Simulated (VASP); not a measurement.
# YCl2 (Pnnm) in VASP: single point with PBE

Aim: the single point of YCl2 with PBE.

Program: VASP 6.6.1. These are calculated values, not measurements. Logs are shortened: lines on timing, memory, paths and dates and some standing lists are left out, and cuts for length are marked.

## Step 1: The cell of the first run

Symmetry: Pnnm, No. 58, orthorhombic system. The conventional cell has a = 6.301 Å, b = 6.493 Å, c = 4.241 Å, α = 90.00°, β = 90.00°, γ = 90.00°. Y (site symmetry 2/m) has 6 Cl at 2.73 to 2.79 Å within 3.6 Å. Within 3.7 Å of Cl (site symmetry m) lie 3 Y at 2.73 to 2.79 Å and 1 Cl at 3.63 Å.

## Step 2: Single point, PBE

Contents of INCAR:

```
SYSTEM = YCl2
PREC = Accurate ; ENCUT = 520
EDIFF = 1E-7 ; ISMEAR = -1
SIGMA = 0.1 ; LREAL = .False.
LASPH = .True. ; NELM = 100
ALGO = Normal ; ISIF = 2
LWAVE = .False. ; LCHARG = .True.
GGA = PE ; LELF = .True.
LVHAR = .True. ; NBANDS = 34
```

Contents of KPOINTS:

```
regular mesh
0
Gamma
  6 5 8
  0 0 0
```

Contents of POSCAR:

```
YCl2
1.0
    6.3007410000      0.0000000000      0.0000000000
    0.0000000000      6.4925910000      0.0000000000
    0.0000000000      0.0000000000      4.2408840000
Y Cl
2 4
Direct
    0.0000000000      0.0000000000      0.0000000000
    0.5000000000      0.5000000000      0.5000000000
    0.2750000000      0.3250000000      0.0000000000
    0.7250000000      0.6750000000      0.0000000000
    0.7750000000      0.1750000000      0.5000000000
    0.2250000000      0.8250000000      0.5000000000
```

Potentials or basis: VASP PAW PBE potentials, release 64 (Y_sv, Cl).

Started as:

```bash
cat potpaw_PBE.64/Y_sv/POTCAR potpaw_PBE.64/Cl/POTCAR > POTCAR
mpirun -np 1 vasp_std > vasp.out
```

OUTCAR:

```text
SYSTEM = YCl2
   PREC = Accurate
   ENCUT = 520
   EDIFF = 1E-7
   ISMEAR = -1
   LREAL = .False.
   LASPH = .True.
   NELM = 100
   ISIF = 2
   GGA = PE

 ion  position               nearest neighbor table
   1  0.000  0.000  0.000-   3 2.73   4 2.73   5 2.79   6 2.79   5 2.79   6 2.79
   2  0.500  0.500  0.500-   5 2.73   6 2.73   3 2.79   4 2.79   3 2.79   4 2.79
   3  0.275  0.325  0.000-   1 2.73   2 2.79   2 2.79
   4  0.725  0.675  0.000-   1 2.73   2 2.79   2 2.79
   5  0.775  0.175  0.500-   2 2.73   1 2.79   1 2.79
   6  0.225  0.825  0.500-   2 2.73   1 2.79   1 2.79

  LATTYP: Found a simple orthorhombic cell.
 ALAT       =     4.2408840000
 B/A-ratio  =     1.4857140634
 C/A-ratio  =     1.5309522732

  Lattice vectors:

 A1 = (   0.0000000000,   0.0000000000,   4.2408840000)
 A2 = (   6.3007410000,   0.0000000000,   0.0000000000)
 A3 = (   0.0000000000,   6.4925910000,   0.0000000000)

Analysis of symmetry for initial positions (statically):
=====================================================================
 Subroutine PRICEL returns:
 Original cell was already a primitive cell.

 Routine SETGRP: Setting up the symmetry group for a
 simple orthorhombic supercell.

 Subroutine GETGRP returns: Found  8 space group operations
 (whereof  4 operations were pure point group operations)
 out of a pool of  8 trial point group operations.

The static configuration has the point symmetry C_2h.
 The point group associated with its full space group is D_2h.

Analysis of symmetry for dynamics (positions and initial velocities):
=====================================================================
 Subroutine PRICEL returns:
 Original cell was already a primitive cell.

 Routine SETGRP: Setting up the symmetry group for a
 simple orthorhombic supercell.

 Subroutine GETGRP returns: Found  8 space group operations
 (whereof  4 operations were pure point group operations)
 out of a pool of  8 trial point group operations.

The dynamic configuration has the point symmetry C_2h.
 The point group associated with its full space group is D_2h.

 Subroutine INISYM returns: Found  8 space group operations
 (whereof  4 operations are pure point group operations),
 and found     1 'primitive' translations

----------------------------------------------------------------------------------------

[... 101 lines left out ...]
   LREAL  =      F    real-space projection
   EDIFFG = 0.1E-05   stopping-criterion for IOM
   NSW    =      0    number of steps for IOM
   IBRION =     -1    ionic relax: 0-MD 1-quasi-New 2-CG
   NFREE  =      0    steps in history (QN), initial steepest desc. (CG)
   ISIF   =      2    stress and relaxation
   ISYM   =      2    0-nonsym 1-usesym 2-fastsym
   POTIM  = 0.5000    time-step for ionic-motion
   TEBEG  =    0.0;   TEEND  =   0.0 temperature during run
   PSTRESS=    0.0 pullay stress
   NELECT =      50.0000    total number of electrons
   NUPDOWN=      -1.0000    fix difference up-down
   EMIN   =  10.00;   EMAX   =-10.00  energy-range for DOS
   EFERMI =   0.00;   METHOD = LEGACY
   ISMEAR =    -1;   SIGMA  =   0.10  broadening in eV -4-tet -1-fermi 0-gaus
   EFERMI_NEDOS =   21; number of points for ismear=-14 and -15
   IALGO  =     38    algorithm
   IMIX   =      4    mixing-type and parameters
     AMIX     =   0.40;   BMIX     =  1.00
     AMIX_MAG =   1.60;   BMIX_MAG =  1.00
  volume/ion in A,a.u.               =      28.91       195.12
  Fermi-wavevector in a.u.,A,eV,Ry     =   1.081375  2.043502 15.910257  1.169371
  Thomas-Fermi vector in A             =   2.217389
   LORBIT       =      0    0 simple, 1 ext, 2 COOP (PROOUT), +10 PAW based schemes
   GGA     = PE    functional components
   LHFCALC =     F    Hartree Fock is set to
   AEXX    =    0.0000 exact exchange contribution
   IVDW    =     0    specifies the selected vdW correction
   LEPSILON=     F    determine dielectric tensor
   LRPA    =     F    only Hartree local field effects (RPA)
 non-spin polarized calculation
  energy-cutoff  :      520.00
  volume of cell :      173.49
 maximum number of plane-waves:      4726
 NGX is ok and might be reduce to    48
   NGX = 23   NGY = 25   NGZ = 15

 number of electron      50.0000002 magnetization

 Free energy of the ion-electron system (eV)
  ---------------------------------------------------
  ext. energy  EPLUGINS =         0.00000000
  ---------------------------------------------------
  free energy    TOTEN  =       -30.99250715 eV

  energy without entropy =      -30.78274813  energy(sigma->0) =      -30.88762764

 E-fermi :   4.6497     XC(G=0):  -8.3426

 val. band max:        4.6456467587   @ k =   0.3333   0.0000   0.5000
 cond. band min:       4.6533574707   @ k =   0.0000   0.4000   0.2500
 fundamental gap:      0.0077107120
 Fermi energy:         4.6496583252

 k-point     1 :       0.0000    0.0000    0.0000
  band No.  band energies     occupation
      1     -40.0657      2.00000
      2     -40.0642      2.00000
      3     -20.2055      2.00000
      4     -20.2050      2.00000
      5     -20.0688      2.00000
      6     -20.0621      2.00000
[... 877 lines left out ...]
     33       6.9557      0.00000
     34       6.9557      0.00000

 [... further k-points ...]

------------------------ aborting loop because EDIFF is reached ----------------------------------------

  FORCE on cell =-STRESS in cart. coord.  units (eV):
  Direction    XX          YY          ZZ          XY          YZ          ZX
  --------------------------------------------------------------------------------------
  -------------------------------------------------------------------------------------
  Total       -0.7691985     -0.2798159     -4.7543351     -0.0000000      0.0000000      0.0000000
  in kB       -7.1036730     -2.5841453    -43.9070543     -0.0000000      0.0000000      0.0000000
  external PRESSURE =     -17.8649575 kB  Pullay stress =       0.0000000 kB

 VOLUME and BASIS-vectors are now :
 -----------------------------------------------------------------------------
  energy-cutoff  :      520.00
  volume of cell :      173.49
      direct lattice vectors                 reciprocal lattice vectors
     6.300741000  0.000000000  0.000000000     0.158711491  0.000000000  0.000000000
     0.000000000  6.492591000  0.000000000     0.000000000  0.154021715  0.000000000
     0.000000000  0.000000000  4.240884000     0.000000000  0.000000000  0.235799895

 POSITION                                       TOTAL-FORCE (eV/Angst)
 -----------------------------------------------------------------------------------
      0.00000      0.00000      0.00000         0.000000      0.000000      0.000000
      3.15037      3.24630      2.12044         0.000000      0.000000      0.000000
      1.73270      2.11009      0.00000        -0.001200     -0.034183      0.000000
      4.56804      4.38250      0.00000         0.001200      0.034183     -0.000000
      4.88307      1.13620      2.12044        -0.001200      0.034183      0.000000
      1.41767      5.35639      2.12044         0.001200     -0.034183      0.000000
 -----------------------------------------------------------------------------------
    total drift:                               -0.000000      0.000000      0.000000

  FREE ENERGIE OF THE ION-ELECTRON SYSTEM (eV)
  ---------------------------------------------------
  free  energy   TOTEN  =       -30.9925071455 eV

  energy  without entropy=      -30.7827481346  energy(sigma->0) =      -30.88762764
```

OSZICAR:

```text
N       E                     dE             d eps       ncg     rms          rms(c)
DAV:   1     0.345078859788E+03    0.34508E+03   -0.23409E+04  4080   0.133E+03
DAV:   2    -0.157892885758E+01   -0.34666E+03   -0.33598E+03  5350   0.297E+02
DAV:   3    -0.309609547198E+02   -0.29382E+02   -0.29141E+02  6192   0.751E+01
DAV:   4    -0.322670297896E+02   -0.13061E+01   -0.12962E+01  6736   0.145E+01
DAV:   5    -0.323011819955E+02   -0.34152E-01   -0.34073E-01  5790   0.197E+00    0.257E+01
DAV:   6    -0.310401214560E+02    0.12611E+01   -0.32706E+00  4954   0.676E+00    0.189E+01
DAV:   7    -0.310222268764E+02    0.17895E-01   -0.16243E+00  6396   0.470E+00    0.638E+00
DAV:   8    -0.309930495226E+02    0.29177E-01   -0.34736E-01  4868   0.239E+00    0.136E+00
DAV:   9    -0.309918298788E+02    0.12196E-02   -0.16211E-02  6014   0.581E-01    0.283E-01
DAV:  10    -0.309922595874E+02   -0.42971E-03   -0.10172E-03  6218   0.148E-01    0.146E-01
DAV:  11    -0.309924696083E+02   -0.21002E-03   -0.26898E-04  5880   0.897E-02    0.583E-02
DAV:  12    -0.309925038231E+02   -0.34215E-04   -0.55761E-05  6054   0.326E-02    0.114E-02
DAV:  13    -0.309925070625E+02   -0.32394E-05   -0.70179E-06  5214   0.106E-02    0.569E-03
DAV:  14    -0.309925071455E+02   -0.82999E-07   -0.78226E-07  4442   0.457E-03
   1 F= -.30992507E+02 E0= -.30887628E+02  d E =-.209759E+00
```

Run time: 7.5 min. Hardware: 1 thread of Oxide Virtual Turin-like, shared host; peak memory 0.42 GiB.

Results:

| Property | Result |
| --- | --- |
| Free energy | -30.9925 eV |
| Pressure | -1.8 GPa |
| Largest force | 0.034 eV/Å |
| Band gap on the k mesh | zero (bands 25 and 26 overlap by 0.86 eV) |

Forces on the atoms (eV/Å):
```
Y    0.000  0.000  0.000
Y    0.000  0.000  0.000
Cl  -0.001 -0.034  0.000
Cl   0.001  0.034  0.000
Cl  -0.001  0.034  0.000
Cl   0.001 -0.034  0.000
```
